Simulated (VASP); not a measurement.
# Ta in VASP: notebook

Ta is run at these levels: PBEsol; tasks: single point.

All numbers are computed with VASP 6.6.1; they aren't measurements. Logs are shortened: lines on timing, memory, paths and dates and some standing lists are left out, and cuts for length are marked.

## (1) The cell of the first run

The cell holds a slab with vacuum, 5 atoms: a = 4.640 Å, b = 4.640 Å, c = 19.789 Å, α = 90.00°, β = 90.00°, γ = 120.00°.

## (2) Single point, PBEsol

Contents of INCAR:

```
ALGO     = Normal         # electronic algorithm
EDIFF    = 1E-6           # SCF threshold, eV
ENCUT    = 520            # plane-wave cutoff, eV
GGA      = PS             # functional
ISIF     = 2              # what is computed and relaxed
ISMEAR   = -1             # smearing method
LASPH    = T              # aspherical terms in the spheres
LCHARG   = F              # write CHGCAR
LREAL    = F              # projectors in reciprocal space
LWAVE    = F              # write WAVECAR
NBANDS   = 36             # bands
NELM     = 100            # most SCF steps
PREC     = Accurate       # precision mode
SIGMA    = 0.08           # smearing width, eV
```

Contents of KPOINTS:

```
k-points
0
Gamma
  8 8 1
```

Contents of POSCAR:

```
Ta
1.0
    4.6404568516      0.0000000000      0.0000000000
   -2.3202284258      4.0187535186      0.0000000000
    0.0000000000      0.0000000000     19.7889000000
Ta
5
Direct
    0.8333333333      0.1666666667      0.4160338701
    0.1666666667      0.8333333333      0.4560264764
    0.5000000000      0.5000000000      0.4999999860
    0.8333333333      0.1666666667      0.5439735287
    0.1666666667      0.8333333333      0.5839661388
```

Potentials or basis: VASP PAW PBE potentials, release 64 (Ta_pv).

The run is started by

```sh
$ cat potpaw_PBE.64/Ta_pv/POTCAR > POTCAR
$ mpirun -np 1 vasp_std > vasp.out
```

OUTCAR:

```text
EDIFF = 1E-6
   ENCUT = 520
   GGA = PS
   ISIF = 2
   ISMEAR = -1
   LASPH = T
   LREAL = F
   NELM = 100
   PREC = Accurate

 ion  position               nearest neighbor table
   1  0.833  0.167  0.416-   4 2.53   2 2.79   2 2.79   2 2.79   3 3.15   3 3.15   3 3.15
   2  0.167  0.833  0.456-   5 2.53   1 2.79   1 2.79   1 2.79   3 2.82   3 2.82   3 2.82   4 3.19
                             4 3.19   4 3.19
   3  0.500  0.500  0.500-   2 2.82   2 2.82   2 2.82   4 2.82   4 2.82   4 2.82   1 3.15   1 3.15
                             1 3.15   5 3.15   5 3.15   5 3.15
   4  0.833  0.167  0.544-   1 2.53   5 2.79   5 2.79   5 2.79   3 2.82   3 2.82   3 2.82   2 3.19
                             2 3.19   2 3.19
   5  0.167  0.833  0.584-   2 2.53   4 2.79   4 2.79   4 2.79   3 3.15   3 3.15   3 3.15

  LATTYP: Found a hexagonal cell.
 ALAT       =     4.6404568516
 C/A-ratio  =     4.2644292648

  Lattice vectors:

 A1 = (   4.6404568516,   0.0000000000,   0.0000000000)
 A2 = (  -2.3202284258,   4.0187535186,   0.0000000000)
 A3 = (   0.0000000000,   0.0000000000,  19.7889000000)

Analysis of symmetry for initial positions (statically):
=====================================================================
 Subroutine PRICEL returns:
 Original cell was already a primitive cell.

 Routine SETGRP: Setting up the symmetry group for a
 hexagonal supercell.

 Subroutine GETGRP returns: Found 12 space group operations
 (whereof  4 operations were pure point group operations)
 out of a pool of 24 trial point group operations.

The static configuration has the point symmetry C_2h.
 The point group associated with its full space group is D_3d.

Analysis of symmetry for dynamics (positions and initial velocities):
=====================================================================
 Subroutine PRICEL returns:
 Original cell was already a primitive cell.

 Routine SETGRP: Setting up the symmetry group for a
 hexagonal supercell.

 Subroutine GETGRP returns: Found 12 space group operations
 (whereof  4 operations were pure point group operations)
 out of a pool of 24 trial point group operations.

The dynamic configuration has the point symmetry C_2h.
 The point group associated with its full space group is D_3d.

 Subroutine INISYM returns: Found 12 space group operations
 (whereof  4 operations are pure point group operations),
 and found     1 'primitive' translations

----------------------------------------------------------------------------------------

                                     Primitive cell

  volume of cell :     369.0403

  direct lattice vectors                    reciprocal lattice vectors
     4.640456852  0.000000000  0.000000000     0.215496024  0.124416687  0.000000000
    -2.320228426  4.018753519  0.000000000     0.000000000  0.248833375  0.000000000
     0.000000000  0.000000000 19.788900000     0.000000000  0.000000000  0.050533380

  length of vectors
     4.640456852  4.640456852 19.788900000     0.248833375  0.248833375  0.050533380

  position of ions in fractional coordinates (direct lattice)
     0.833333333  0.166666667  0.416033870
     0.166666667  0.833333333  0.456026476
     0.500000000  0.500000000  0.499999986
     0.833333333  0.166666667  0.543973529
     0.166666667  0.833333333  0.583966139

  ion indices of the primitive-cell ions
   primitive index   ion index
                 1           1
                 2           2
                 3           3
                 4           4
                 5           5

----------------------------------------------------------------------------------------

 KPOINTS: k-points

Automatic generation of k-mesh.
 Grid dimensions read from file:
 generate k-points for:    8    8    1

 Generating k-lattice:

  Cartesian coordinates                     Fractional coordinates (reciprocal lattice)
     0.026937003  0.015552086  0.000000000     0.125000000 -0.000000000  0.000000000
     0.000000000  0.031104172  0.000000000     0.000000000  0.125000000  0.000000000
     0.000000000  0.000000000  0.050533380     0.000000000  0.000000000  1.000000000

  Length of vectors
     0.031104172  0.031104172  0.050533380

  Shift w.r.t. Gamma in fractional coordinates (k-lattice)
     0.000000000  0.000000000  0.000000000

 Subroutine IBZKPT returns following result:
 ===========================================

 Found     10 irreducible k-points:

 Following reciprocal coordinates:
            Coordinates               Weight
  0.000000  0.000000  0.000000      1.000000
  0.125000 -0.000000  0.000000      6.000000
  0.250000 -0.000000  0.000000      6.000000
  0.375000 -0.000000  0.000000      6.000000
  0.500000 -0.000000  0.000000      3.000000
  0.125000  0.125000  0.000000      6.000000
  0.250000  0.125000  0.000000     12.000000
  0.375000  0.125000  0.000000     12.000000
  0.250000  0.250000  0.000000      6.000000
  0.375000  0.250000  0.000000      6.000000
   k-points           NKPTS =     10   k-points in BZ     NKDIM =     10   number of bands    NBANDS=     36
   number of dos      NEDOS =    301   number of ions     NIONS =      5
   total plane-waves  NPLWV = 194400
   dimension x,y,z NGX =    36 NGY =   36 NGZ =  150
   dimension x,y,z NGXF=    72 NGYF=   72 NGZF=  300
   ions per type =               5
   NGX,Y,Z   is equivalent  to a cutoff of  12.90, 12.90, 12.60 a.u.
   NGXF,Y,Z  is equivalent  to a cutoff of  25.79, 25.79, 25.20 a.u.
 SYSTEM =  unknown system
   PREC   = accura    normal or accurate (medium, high low for compatibility)
   ISTART =      0    job   : 0-new  1-cont  2-samecut
   ICHARG =      2    charge: 1-file 2-atom 10-const
   ISPIN  =      1    spin polarized calculation?
   LNONCOLLINEAR =      F non collinear calculations
   LSORBIT =      F    spin-orbit coupling
   LASPH  =      T    aspherical Exc in radial PAW
   ENCUT  =  520.0 eV  38.22 Ry    6.18 a.u.   8.63  8.63 36.79*2*pi/ulx,y,z
   NELM   =    100;   NELMIN=  2; NELMDL= -5     # of ELM steps
   EDIFF  = 0.1E-05   stopping-criterion for ELM
   LREAL  =      F    real-space projection
   EDIFFG = 0.1E-04   stopping-criterion for IOM
   NSW    =      0    number of steps for IOM
   IBRION =     -1    ionic relax: 0-MD 1-quasi-New 2-CG
   NFREE  =      0    steps in history (QN), initial steepest desc. (CG)
   ISIF   =      2    stress and relaxation
   ISYM   =      2    0-nonsym 1-usesym 2-fastsym
   POTIM  = 0.5000    time-step for ionic-motion
   TEBEG  =    0.0;   TEEND  =   0.0 temperature during run
   PSTRESS=    0.0 pullay stress
   NELECT =      55.0000    total number of electrons
   NUPDOWN=      -1.0000    fix difference up-down
   EMIN   =  10.00;   EMAX   =-10.00  energy-range for DOS
   EFERMI =   0.00;   METHOD = LEGACY
   ISMEAR =    -1;   SIGMA  =   0.08  broadening in eV -4-tet -1-fermi 0-gaus
   EFERMI_NEDOS =   21; number of points for ismear=-14 and -15
   IALGO  =     38    algorithm
   IMIX   =      4    mixing-type and parameters
     AMIX     =   0.40;   BMIX     =  1.00
     AMIX_MAG =   1.60;   BMIX_MAG =  1.00
  volume/ion in A,a.u.               =      73.81       498.08
  Fermi-wavevector in a.u.,A,eV,Ry     =   0.867970  1.640225 10.250236  0.753371
  Thomas-Fermi vector in A             =   1.986580
   LORBIT       =      0    0 simple, 1 ext, 2 COOP (PROOUT), +10 PAW based schemes
   GGA     = PS    functional components
   LHFCALC =     F    Hartree Fock is set to
   AEXX    =    0.0000 exact exchange contribution
   IVDW    =     0    specifies the selected vdW correction
   LEPSILON=     F    determine dielectric tensor
   LRPA    =     F    only Hartree local field effects (RPA)
 non-spin polarized calculation
  energy-cutoff  :      520.00
  volume of cell :      369.04
 maximum number of plane-waves:      9978
 NGX is ok and might be reduce to    36
   NGX = 17   NGY = 17   NGZ = 73

 number of electron      55.0000000 magnetization

 Free energy of the ion-electron system (eV)
  ---------------------------------------------------
  ext. energy  EPLUGINS =         0.00000000
  ---------------------------------------------------
  free energy    TOTEN  =       -55.80533935 eV

  energy without entropy =      -55.70826194  energy(sigma->0) =      -55.75680065

 E-fermi :  -1.4427     XC(G=0):  -4.1599

 val. band max:       -1.4540924374   @ k =   0.3750  -0.0000   0.0000
 cond. band min:      -1.4062711547   @ k =   0.2500   0.2500   0.0000
 fundamental gap:      0.0478212828
 Fermi energy:        -1.4427182754

 k-point     1 :       0.0000    0.0000    0.0000
  band No.  band energies     occupation
      1     -35.9178      2.00000
      2     -35.8720      2.00000
      3     -35.6640      2.00000
      4     -35.6640      2.00000
      5     -35.6159      2.00000
      6     -35.6159      2.00000
[... 28 lines left out ...]
     35       1.3876      0.00000
     36       1.3876      0.00000

 k-point     2 :       0.1250   -0.0000    0.0000
  band No.  band energies     occupation
      1     -35.9337      2.00000
      2     -35.8793      2.00000
      3     -35.7601      2.00000
      4     -35.7294      2.00000
      5     -35.5530      2.00000
      6     -35.5388      2.00000
[... 28 lines left out ...]
     35       1.2795      0.00000
     36       1.3774      0.00000

 k-point     3 :       0.2500   -0.0000    0.0000
  band No.  band energies     occupation
      1     -35.9758      2.00000
      2     -35.8958      2.00000
      3     -35.8588      2.00000
      4     -35.7253      2.00000
      5     -35.5634      2.00000
      6     -35.5455      2.00000
[... 28 lines left out ...]
     35       1.0020      0.00000
     36       1.3418      0.00000
[... 196 lines left out ...]
 k-point     9 :       0.2500    0.2500    0.0000
  band No.  band energies     occupation
      1     -36.0119      2.00000
      2     -35.9733      2.00000
      3     -35.7776      2.00000
      4     -35.7278      2.00000
      5     -35.6807      2.00000
      6     -35.5108      2.00000
[... 28 lines left out ...]
     35       0.8229      0.00000
     36       1.2384      0.00000

 k-point    10 :       0.3750    0.2500    0.0000
  band No.  band energies     occupation
      1     -36.0117      2.00000
      2     -35.9889      2.00000
      3     -35.7732      2.00000
      4     -35.7106      2.00000
      5     -35.6403      2.00000
      6     -35.5799      2.00000
[... 28 lines left out ...]
     35       0.7689      0.00000
     36       1.0424      0.00000

------------------------ aborting loop because EDIFF is reached ----------------------------------------

  FORCE on cell =-STRESS in cart. coord.  units (eV):
  Direction    XX          YY          ZZ          XY          YZ          ZX
  --------------------------------------------------------------------------------------
  -------------------------------------------------------------------------------------
  Total       -4.1717641     -4.1717641      0.0922707      0.0000000      0.0000000     -0.0000000
  in kB      -18.1115892    -18.1115892      0.4005906      0.0000000      0.0000000     -0.0000000
  external PRESSURE =     -11.9408626 kB  Pullay stress =       0.0000000 kB

 VOLUME and BASIS-vectors are now :
 -----------------------------------------------------------------------------
  energy-cutoff  :      520.00
  volume of cell :      369.04
      direct lattice vectors                 reciprocal lattice vectors
     4.640456852  0.000000000  0.000000000     0.215496024  0.124416687  0.000000000
    -2.320228426  4.018753519  0.000000000     0.000000000  0.248833375  0.000000000
     0.000000000  0.000000000 19.788900000     0.000000000  0.000000000  0.050533380

 POSITION                                       TOTAL-FORCE (eV/Angst)
 -----------------------------------------------------------------------------------
      3.48034      0.66979      8.23285        -0.000000     -0.000000     -0.024370
     -1.16011      3.34896      9.02426         0.000000     -0.000000     -0.022716
      1.16011      2.00938      9.89445         0.000000     -0.000000      0.000000
      3.48034      0.66979     10.76464        -0.000000      0.000000      0.022716
     -1.16011      3.34896     11.55605        -0.000000     -0.000000      0.024370
 -----------------------------------------------------------------------------------
    total drift:                                0.000000     -0.000000      0.000325

  FREE ENERGIE OF THE ION-ELECTRON SYSTEM (eV)
  ---------------------------------------------------
  free  energy   TOTEN  =       -55.8053393527 eV

  energy  without entropy=      -55.7082619401  energy(sigma->0) =      -55.75680065
```

Run time: 2.5 min. Hardware: 1 thread of AMD EPYC 9R45 (Zen 5), shared host; peak memory 0.42 GiB.

Results:

```yaml
Free_energy: -55.8053 eV
Largest_force: 0.024 eV/Å
Band_gap_on_the_k_mesh: zero (an odd number of electrons rules out a gap without spin polarisation)
```

Forces in eV/Å, atoms in the order of the input:
```
Ta   0.000  0.000 -0.024
Ta   0.000  0.000 -0.023
Ta   0.000  0.000  0.000
Ta   0.000  0.000  0.023
Ta   0.000  0.000  0.024
```

Caveat: the PAW data sets were made with another functional, which shifts forces and pressure a little; spin-orbit coupling is left out, which moves the levels of the heavy elements.

## (3) Single point, PBEsol

This run uses another cell than the first one.

Contents of INCAR:

```
SYSTEM = Ta
PREC = Accurate
ENCUT = 520
EDIFF = 1E-6
ISMEAR = -1
SIGMA = 0.08
LREAL = .False.
LASPH = .True.
NELM = 60
ALGO = Normal
ISIF = 2
LWAVE = .False.
LCHARG = .False.
LDIPOL = .True.
IDIPOL = 3
DIPOL = 0.5 0.5 0.500
GGA = PS
NBANDS = 36
```

Contents of KPOINTS:

```
Automatic mesh
0
Gamma
  8 8 1
  0 0 0
```

Contents of POSCAR:

```
Ta
1.0
    4.6404568516      0.0000000000      0.0000000000
   -2.3202284258      4.0187535186      0.0000000000
    0.0000000000      0.0000000000     25.3232000000
Ta
5
Direct
    0.8333333333      0.1666666667      0.4343843813
    0.1666666667      0.8333333333      0.4656367383
    0.5000000000      0.5000000000      0.4999999856
    0.8333333333      0.1666666667      0.5343632588
    0.1666666667      0.8333333333      0.5656156187
```

Potentials or basis: VASP PAW PBE potentials, release 64 (Ta_pv).

The run is started by

```sh
$ cat potpaw_PBE.64/Ta_pv/POTCAR > POTCAR
$ mpirun -np 1 vasp_std > vasp.out
```

OUTCAR:

```text
SYSTEM = Ta
   PREC = Accurate
   ENCUT = 520
   EDIFF = 1E-6
   ISMEAR = -1
   LREAL = .False.
   LASPH = .True.
   NELM = 60
   ISIF = 2
   GGA = PS

 ion  position               nearest neighbor table
   1  0.833  0.167  0.434-   4 2.53   2 2.79   2 2.79   2 2.79   3 3.15   3 3.15   3 3.15
   2  0.167  0.833  0.466-   5 2.53   1 2.79   1 2.79   1 2.79   3 2.82   3 2.82   3 2.82   4 3.19
                             4 3.19   4 3.19
   3  0.500  0.500  0.500-   2 2.82   2 2.82   2 2.82   4 2.82   4 2.82   4 2.82   1 3.15   1 3.15
                             1 3.15   5 3.15   5 3.15   5 3.15
   4  0.833  0.167  0.534-   1 2.53   5 2.79   5 2.79   5 2.79   3 2.82   3 2.82   3 2.82   2 3.19
                             2 3.19   2 3.19
   5  0.167  0.833  0.566-   2 2.53   4 2.79   4 2.79   4 2.79   3 3.15   3 3.15   3 3.15
[... 586 lines left out ...]
  in kB      -14.1553299    -14.1553299      0.3093545      0.0000000      0.0000000      0.0000000
  external PRESSURE =      -9.3337684 kB  Pullay stress =       0.0000000 kB

 VOLUME and BASIS-vectors are now :
 -----------------------------------------------------------------------------
  energy-cutoff  :      520.00
  volume of cell :      472.25
      direct lattice vectors                 reciprocal lattice vectors
     4.640456852  0.000000000  0.000000000     0.215496024  0.124416687  0.000000000
    -2.320228426  4.018753519  0.000000000     0.000000000  0.248833375  0.000000000
     0.000000000  0.000000000 25.323200000     0.000000000  0.000000000  0.039489480

 POSITION                                       TOTAL-FORCE (eV/Angst)
 -----------------------------------------------------------------------------------
      3.48034      0.66979     11.00000         0.000000      0.000000     -0.024521
     -1.16011      3.34896     11.79141        -0.000000     -0.000000     -0.022835
      1.16011      2.00938     12.66160        -0.000000      0.000000      0.000000
      3.48034      0.66979     13.53179         0.000000     -0.000000      0.022835
     -1.16011      3.34896     14.32320        -0.000000      0.000000      0.024521
 -----------------------------------------------------------------------------------
    total drift:                                0.000000     -0.000000      0.000538

  FREE ENERGIE OF THE ION-ELECTRON SYSTEM (eV)
  ---------------------------------------------------
  free  energy   TOTEN  =       -55.8052789661 eV

  energy  without entropy=      -55.7082014045  energy(sigma->0) =      -55.75674019

 vacuum level on the upper side and lower side of the slab         1.843         1.843
```

OSZICAR:

```text
N       E                     dE             d eps       ncg     rms          rms(c)
DAV:   1     0.384095019642E+03    0.38410E+03   -0.28789E+04  1000   0.119E+03
DAV:   2    -0.357168107888E+02   -0.41981E+03   -0.40863E+03   912   0.293E+02
DAV:   3    -0.609619729691E+02   -0.25245E+02   -0.24678E+02   900   0.617E+01
[... 16 lines left out ...]
DAV:  20    -0.558052525504E+02   -0.74753E-04   -0.28887E-06   644   0.693E-03    0.943E-04
DAV:  21    -0.558052670377E+02   -0.14487E-04   -0.47299E-07   620   0.321E-03    0.472E-04
DAV:  22    -0.558052766021E+02   -0.95644E-05   -0.28301E-07   532   0.138E-03    0.344E-04
DAV:  23    -0.558052782066E+02   -0.16045E-05   -0.87863E-08   548   0.134E-03    0.130E-04
DAV:  24    -0.558052789661E+02   -0.75946E-06   -0.29711E-08   484   0.592E-04
   1 F= -.55805279E+02 E0= -.55756740E+02  d E =-.970776E-01
```

Run time: 2.7 min. Hardware: 1 thread of AMD EPYC 9R45 (Zen 5), shared host; peak memory 0.53 GiB.

What came out:

```yaml
Free_energy: -55.8053 eV
Largest_force: 0.025 eV/Å
Band_gap_on_the_k_mesh: zero (an odd number of electrons rules out a gap without spin polarisation)
```

Forces in eV/Å, atoms in the order of the input:
```
Ta   0.000  0.000 -0.025
Ta   0.000  0.000 -0.023
Ta   0.000  0.000  0.000
Ta   0.000  0.000  0.023
Ta   0.000  0.000  0.025
```

Caveat: the PAW data sets were made with another functional, which shifts forces and pressure a little; spin-orbit coupling is left out, which moves the levels of the heavy elements.

## (4) Single point, PBEsol

This run uses another cell than the first one.

Contents of INCAR:

```
PREC = Accurate ; ENCUT = 520
EDIFF = 1E-6 ; ISMEAR = -1
SIGMA = 0.08 ; LREAL = False
LASPH = True ; NELM = 60
ALGO = Normal ; ISIF = 2
LWAVE = False ; LCHARG = True
LDIPOL = True ; IDIPOL = 3
DIPOL = 0.5 0.5 0.500 ; GGA = PS
LELF = True ; LVHAR = True
LVACPOTAV = True ; NBANDS = 36
```

Contents of KPOINTS:

```
Automatic mesh
0
Gamma
  8 8 1
```

POSCAR is that of step 3.

The run is started by

```sh
$ cat potpaw_PBE.64/Ta_pv/POTCAR > POTCAR
$ mpirun -np 1 vasp_std > vasp.out
```

It took 2.8 min on 1 thread of AMD EPYC 9R45 (Zen 5), shared host; peak memory 0.54 GiB.

The run converged. Its results:

| Quantity | Value |
| --- | --- |
| Free energy | -55.8053 eV |
| Largest force | 0.025 eV/Å |
| Band gap on the k mesh | zero (an odd number of electrons rules out a gap without spin polarisation) |

Forces in eV/Å, atoms in the order of the input:
```
Ta   0.000  0.000 -0.025
Ta   0.000  0.000 -0.023
Ta   0.000  0.000  0.000
Ta   0.000  0.000  0.023
Ta   0.000  0.000  0.025
```

Levels at points of the mesh, in eV from the Fermi level:
```tsv
k point	band 25	band 26	band 27	band 28	band 29	band 30	band 31	band 32
(0.00, 0.00, 0.00)	-1.02	-0.71	-0.48	-0.48	0.31	0.31	0.77	2.36
(0.50, 0.00, 0.00)	-0.90	-0.87	-0.84	-0.59	0.38	0.66	1.22	1.80
```

Caveat: the PAW data sets were made with another functional, which shifts forces and pressure a little; spin-orbit coupling is left out, which moves the levels of the heavy elements.
